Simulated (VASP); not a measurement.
# TiAl3 (I4/mmm) in VASP: further runs

Runs on TiAl3. Level: PBE. Tasks: single point.

Program: VASP 6.6.1. These are calculated values, not measurements. Logs are shortened: lines on timing, memory, paths and dates and some standing lists are left out, and cuts for length are marked.

### 1 The cell of the first run

It takes space group I4/mmm (No. 139, tetragonal). The conventional cell has a = 3.899 Å, b = 3.899 Å, c = 8.561 Å, α = 90.00°, β = 90.00°, γ = 90.00°. Within 3.6 Å of Ti (site symmetry 4/mmm) lie 12 Al at 2.76 to 2.89 Å. Al (site symmetry -4m2) has 8 Al at 2.76 to 2.89 Å and 4 Ti at 2.89 Å within 3.6 Å. Al (site symmetry 4/mmm) has 4 Ti at 2.76 Å and 8 Al at 2.89 Å within 3.6 Å.

### 2 Single point, PBE

INCAR reads:

```
PREC     = Accurate       # precision mode
ENCUT    = 520            # plane-wave cutoff, eV
EDIFF    = 1E-7           # SCF threshold, eV
ISMEAR   = -1             # smearing method
SIGMA    = 0.05           # smearing width, eV
LREAL    = False          # projectors in reciprocal space
LASPH    = True           # aspherical terms in the spheres
NELM     = 60             # most SCF steps
ALGO     = Normal         # electronic algorithm
ISIF     = 2              # what is computed and relaxed
LWAVE    = False          # write WAVECAR
LCHARG   = False          # write CHGCAR
GGA      = PE             # functional
NBANDS   = 18             # bands
```

KPOINTS reads:

```
regular mesh
0
Gamma
  8 8 8
```

POSCAR reads:

```
TiAl3
1.0
   -1.9493289067      1.9493289067      4.2806687947
    1.9493289067     -1.9493289067      4.2806687947
    1.9493289067      1.9493289067     -4.2806687947
Ti Al
1 3
Direct
    0.0000000000      0.0000000000      0.0000000000
    0.2500000000      0.7500000000      0.5000000000
    0.7500000000      0.2500000000      0.5000000000
    0.5000000000      0.5000000000      0.0000000000
```

Potentials or basis: VASP PAW PBE potentials, release 64 (Ti_sv, Al).

Command:

```console
cat potpaw_PBE.64/Ti_sv/POTCAR potpaw_PBE.64/Al/POTCAR > POTCAR
mpirun -np 1 vasp_std > vasp.out
```

OUTCAR:

```text
PREC = Accurate
   ENCUT = 520
   EDIFF = 1E-7
   ISMEAR = -1
   LREAL = False
   LASPH = True
   NELM = 60
   ISIF = 2
   GGA = PE

 ion  position               nearest neighbor table
   1  0.000  0.000  0.000-   4 2.76   4 2.76   4 2.76   4 2.76   3 2.89   2 2.89   3 2.89   2 2.89
                             3 2.89   3 2.89   2 2.89   2 2.89
   2  0.250  0.750  0.500-   3 2.76   3 2.76   3 2.76   3 2.76   4 2.89   1 2.89   4 2.89   4 2.89
                             1 2.89   1 2.89   4 2.89   1 2.89
   3  0.750  0.250  0.500-   2 2.76   2 2.76   2 2.76   2 2.76   4 2.89   1 2.89   4 2.89   1 2.89
                             4 2.89   4 2.89   1 2.89   1 2.89
   4  0.500  0.500  0.000-   1 2.76   1 2.76   1 2.76   1 2.76   3 2.89   2 2.89   3 2.89   3 2.89
                             2 2.89   2 2.89   3 2.89   2 2.89

  LATTYP: Found a body centered tetragonal cell.
 ALAT       =     3.8986578134
 C/A-ratio  =     2.1959705107

  Lattice vectors:

 A1 = (  -1.9493289067,   1.9493289067,   4.2806687947)
 A2 = (   1.9493289067,  -1.9493289067,   4.2806687947)
 A3 = (   1.9493289067,   1.9493289067,  -4.2806687947)

Analysis of symmetry for initial positions (statically):
=====================================================================
 Subroutine PRICEL returns:
 Original cell was already a primitive cell.

 Routine SETGRP: Setting up the symmetry group for a
 body centered tetragonal supercell.

 Subroutine GETGRP returns: Found 16 space group operations
 (whereof 16 operations were pure point group operations)
 out of a pool of 16 trial point group operations.

The static configuration has the point symmetry D_4h.

Analysis of symmetry for dynamics (positions and initial velocities):
=====================================================================
 Subroutine PRICEL returns:
 Original cell was already a primitive cell.

 Routine SETGRP: Setting up the symmetry group for a
 body centered tetragonal supercell.

 Subroutine GETGRP returns: Found 16 space group operations
 (whereof 16 operations were pure point group operations)
 out of a pool of 16 trial point group operations.

The dynamic configuration has the point symmetry D_4h.

 Subroutine INISYM returns: Found 16 space group operations
 (whereof 16 operations are pure point group operations),
 and found     1 'primitive' translations

----------------------------------------------------------------------------------------

                                     Primitive cell

  volume of cell :      65.0642

  direct lattice vectors                    reciprocal lattice vectors
    -1.949328907  1.949328907  4.280668795     0.000000000  0.256498530  0.116804178
     1.949328907 -1.949328907  4.280668795     0.256498530  0.000000000  0.116804178
     1.949328907  1.949328907 -4.280668795     0.256498530  0.256498530  0.000000000

  length of vectors
     5.091551012  5.091551012  5.091551012     0.281841644  0.281841644  0.362743701

  position of ions in fractional coordinates (direct lattice)
     0.000000000  0.000000000  0.000000000
     0.250000000  0.750000000  0.500000000
     0.750000000  0.250000000  0.500000000
     0.500000000  0.500000000  0.000000000

  ion indices of the primitive-cell ions
   primitive index   ion index
                 1           1
                 2           2
                 3           3
                 4           4

----------------------------------------------------------------------------------------

 KPOINTS: regular mesh

Automatic generation of k-mesh.
 Grid dimensions read from file:
 generate k-points for:    8    8    8

 Generating k-lattice:

  Cartesian coordinates                     Fractional coordinates (reciprocal lattice)
     0.000000000  0.032062316  0.014600522     0.125000000  0.000000000  0.000000000
     0.032062316  0.000000000  0.014600522     0.000000000  0.125000000  0.000000000
     0.032062316  0.032062316  0.000000000     0.000000000  0.000000000  0.125000000

  Length of vectors
     0.035230205  0.035230205  0.045342963

  Shift w.r.t. Gamma in fractional coordinates (k-lattice)
     0.000000000  0.000000000  0.000000000

 Subroutine IBZKPT returns following result:
 ===========================================

 Found     59 irreducible k-points:

 Following reciprocal coordinates:
            Coordinates               Weight
  0.000000  0.000000  0.000000      1.000000
  0.125000  0.000000  0.000000      8.000000
  0.250000  0.000000  0.000000      8.000000
  0.375000  0.000000  0.000000      8.000000
  0.500000  0.000000  0.000000      4.000000
  0.125000  0.125000  0.000000      8.000000
[... 16 lines left out ...]
  0.250000  0.125000  0.125000     16.000000
  0.375000  0.125000  0.125000      8.000000
 [... further k-points ...]
   k-points           NKPTS =     59   k-points in BZ     NKDIM =     59   number of bands    NBANDS=     18
   number of dos      NEDOS =    301   number of ions     NIONS =      4
   total plane-waves  NPLWV =  64000
   dimension x,y,z NGX =    40 NGY =   40 NGZ =   40
   dimension x,y,z NGXF=    80 NGYF=   80 NGZF=   80
   ions per type =               1   3
   NGX,Y,Z   is equivalent  to a cutoff of  13.06, 13.06, 13.06 a.u.
   NGXF,Y,Z  is equivalent  to a cutoff of  26.12, 26.12, 26.12 a.u.
 SYSTEM =  unknown system
   PREC   = accura    normal or accurate (medium, high low for compatibility)
   ISTART =      0    job   : 0-new  1-cont  2-samecut
   ICHARG =      2    charge: 1-file 2-atom 10-const
   ISPIN  =      1    spin polarized calculation?
   LNONCOLLINEAR =      F non collinear calculations
   LSORBIT =      F    spin-orbit coupling
   LASPH  =      T    aspherical Exc in radial PAW
   ENCUT  =  520.0 eV  38.22 Ry    6.18 a.u.   9.47  9.47  9.47*2*pi/ulx,y,z
   NELM   =     60;   NELMIN=  2; NELMDL= -5     # of ELM steps
   EDIFF  = 0.1E-06   stopping-criterion for ELM
   LREAL  =      F    real-space projection
   EDIFFG = 0.1E-05   stopping-criterion for IOM
   NSW    =      0    number of steps for IOM
   IBRION =     -1    ionic relax: 0-MD 1-quasi-New 2-CG
   NFREE  =      0    steps in history (QN), initial steepest desc. (CG)
   ISIF   =      2    stress and relaxation
   ISYM   =      2    0-nonsym 1-usesym 2-fastsym
   POTIM  = 0.5000    time-step for ionic-motion
   TEBEG  =    0.0;   TEEND  =   0.0 temperature during run
   PSTRESS=    0.0 pullay stress
   NELECT =      21.0000    total number of electrons
   NUPDOWN=      -1.0000    fix difference up-down
   EMIN   =  10.00;   EMAX   =-10.00  energy-range for DOS
   EFERMI =   0.00;   METHOD = LEGACY
   ISMEAR =    -1;   SIGMA  =   0.05  broadening in eV -4-tet -1-fermi 0-gaus
   EFERMI_NEDOS =   21; number of points for ismear=-14 and -15
   IALGO  =     38    algorithm
   IMIX   =      4    mixing-type and parameters
     AMIX     =   0.40;   BMIX     =  1.00
     AMIX_MAG =   1.60;   BMIX_MAG =  1.00
  volume/ion in A,a.u.               =      16.27       109.77
  Fermi-wavevector in a.u.,A,eV,Ry     =   1.122968  2.122101 17.157718  1.261057
  Thomas-Fermi vector in A             =   2.259631
   LORBIT       =      0    0 simple, 1 ext, 2 COOP (PROOUT), +10 PAW based schemes
   GGA     = PE    functional components
   LHFCALC =     F    Hartree Fock is set to
   AEXX    =    0.0000 exact exchange contribution
   IVDW    =     0    specifies the selected vdW correction
   LEPSILON=     F    determine dielectric tensor
   LRPA    =     F    only Hartree local field effects (RPA)
 non-spin polarized calculation
  energy-cutoff  :      520.00
  volume of cell :       65.06
 maximum number of plane-waves:      1768
 NGX is ok and might be reduce to    40
   NGX = 19   NGY = 19   NGZ = 19

 number of electron      21.0000001 magnetization

 Free energy of the ion-electron system (eV)
  ---------------------------------------------------
  ext. energy  EPLUGINS =         0.00000000
  ---------------------------------------------------
  free energy    TOTEN  =       -20.65356025 eV

  energy without entropy =      -20.64052036  energy(sigma->0) =      -20.64704030

 E-fermi :   7.9855     XC(G=0): -10.6369

 val. band max:        7.9836440464   @ k =   0.5000   0.5000   0.3750
 cond. band min:       7.9907188364   @ k =  -0.3750   0.5000   0.2500
 fundamental gap:      0.0070747901
 Fermi energy:         7.9854563660

 k-point     1 :       0.0000    0.0000    0.0000
  band No.  band energies     occupation
      1     -48.5983      2.00000
      2     -24.9091      2.00000
      3     -24.9091      2.00000
      4     -24.8197      2.00000
      5      -1.9509      2.00000
      6       5.2946      2.00000
[... 10 lines left out ...]
     17      11.6562      0.00000
     18      11.6935      0.00000

 k-point     2 :       0.1250    0.0000    0.0000
  band No.  band energies     occupation
      1     -48.5982      2.00000
      2     -24.9123      2.00000
      3     -24.9089      2.00000
      4     -24.8196      2.00000
      5      -1.7625      2.00000
      6       4.6786      2.00000
[... 10 lines left out ...]
     17      11.7562      0.00000
     18      12.5986      0.00000

 k-point     3 :       0.2500    0.0000    0.0000
  band No.  band energies     occupation
      1     -48.5979      2.00000
      2     -24.9199      2.00000
      3     -24.9084      2.00000
      4     -24.8193      2.00000
      5      -1.2057      2.00000
      6       3.7711      2.00000
[... 10 lines left out ...]
     17      12.2289      0.00000
     18      13.2422      0.00000

 k-point     4 :       0.3750    0.0000    0.0000
  band No.  band energies     occupation
      1     -48.5975      2.00000
      2     -24.9276      2.00000
      3     -24.9079      2.00000
      4     -24.8190      2.00000
      5      -0.3077      2.00000
      6       2.3593      2.00000
[... 10 lines left out ...]
     17      12.4947      0.00000
     18      13.5534      0.00000

 k-point     5 :       0.5000    0.0000    0.0000
  band No.  band energies     occupation
      1     -48.5974      2.00000
      2     -24.9307      2.00000
      3     -24.9077      2.00000
      4     -24.8189      2.00000
      5       0.7174      2.00000
      6       1.1129      2.00000
[... 10 lines left out ...]
     17      12.5184      0.00000
     18      13.3636      0.00000

 k-point     6 :       0.1250    0.1250    0.0000
  band No.  band energies     occupation
      1     -48.5981      2.00000
      2     -24.9122      2.00000
      3     -24.9118      2.00000
      4     -24.8196      2.00000
      5      -1.5128      2.00000
      6       4.0575      2.00000
[... 307 lines left out ...]
 k-point    21 :       0.5000    0.5000    0.0000
  band No.  band energies     occupation
      1     -48.5965      2.00000
      2     -24.9282      2.00000
      3     -24.9275      2.00000
      4     -24.8168      2.00000
      5       2.1881      2.00000
      6       2.8626      2.00000
[... 10 lines left out ...]
     17      11.2018      0.00000
     18      13.5163      0.00000

 k-point    22 :       0.1250    0.1250    0.1250
  band No.  band energies     occupation
      1     -48.5974      2.00000
      2     -24.9193      2.00000
      3     -24.9184      2.00000
      4     -24.8185      2.00000
      5      -0.6066      2.00000
      6       4.1764      2.00000
[... 10 lines left out ...]
     17      11.8915      0.00000
     18      14.5583      0.00000

 k-point    23 :       0.2500    0.1250    0.1250
  band No.  band energies     occupation
      1     -48.5971      2.00000
      2     -24.9262      2.00000
      3     -24.9181      2.00000
      4     -24.8180      2.00000
      5       0.2616      2.00000
      6       2.8788      2.00000
[... 10 lines left out ...]
     17      12.6697      0.00000
     18      13.8777      0.00000

 k-point    24 :       0.3750    0.1250    0.1250
  band No.  band energies     occupation
      1     -48.5969      2.00000
      2     -24.9293      2.00000
      3     -24.9178      2.00000
      4     -24.8179      2.00000
      5       1.2061      2.00000
      6       1.7162      2.00000
[... 10 lines left out ...]
     17      12.8514      0.00000
     18      13.6076      0.00000

 [... further k-points ...]
[... 5 lines left out ...]
  --------------------------------------------------------------------------------------
  -------------------------------------------------------------------------------------
  Total       -1.3505647     -1.3505647      0.0744314      0.0000000      0.0000000      0.0000000
  in kB      -33.2570799    -33.2570799      1.8328410      0.0000000      0.0000000      0.0000000
  external PRESSURE =     -21.5604396 kB  Pullay stress =       0.0000000 kB

 VOLUME and BASIS-vectors are now :
 -----------------------------------------------------------------------------
  energy-cutoff  :      520.00
  volume of cell :       65.06
      direct lattice vectors                 reciprocal lattice vectors
    -1.949328907  1.949328907  4.280668795     0.000000000  0.256498530  0.116804178
     1.949328907 -1.949328907  4.280668795     0.256498530  0.000000000  0.116804178
     1.949328907  1.949328907 -4.280668795     0.256498530  0.256498530  0.000000000

 POSITION                                       TOTAL-FORCE (eV/Angst)
 -----------------------------------------------------------------------------------
      0.00000      0.00000      0.00000        -0.000000      0.000000      0.000000
      1.94933      0.00000      2.14033        -0.000000      0.000000      0.000000
      0.00000      1.94933      2.14033         0.000000     -0.000000     -0.000000
      0.00000      0.00000      4.28067        -0.000000      0.000000      0.000000
 -----------------------------------------------------------------------------------
    total drift:                               -0.000000     -0.000000     -0.000000

  FREE ENERGIE OF THE ION-ELECTRON SYSTEM (eV)
  ---------------------------------------------------
  free  energy   TOTEN  =       -20.6535602488 eV

  energy  without entropy=      -20.6405203550  energy(sigma->0) =      -20.64704030
```

Wall time 3.2 min (1 thread of Intel Xeon 8259CL, shared host); peak memory 0.27 GiB.

What came out:

| Quantity | Value |
| --- | --- |
| Free energy | -20.6536 eV |
| Pressure | -2.2 GPa |
| Band gap on the k mesh | zero (an odd number of electrons rules out a gap without spin polarisation) |

Stress tensor (GPa, compression positive):
```
-3.33  0.00  0.00
 0.00 -3.33  0.00
 0.00  0.00  0.18
```

[end of part 1 of 2]

The gap in the log of VASP goes by the Fermi energy; the results here count the filled bands.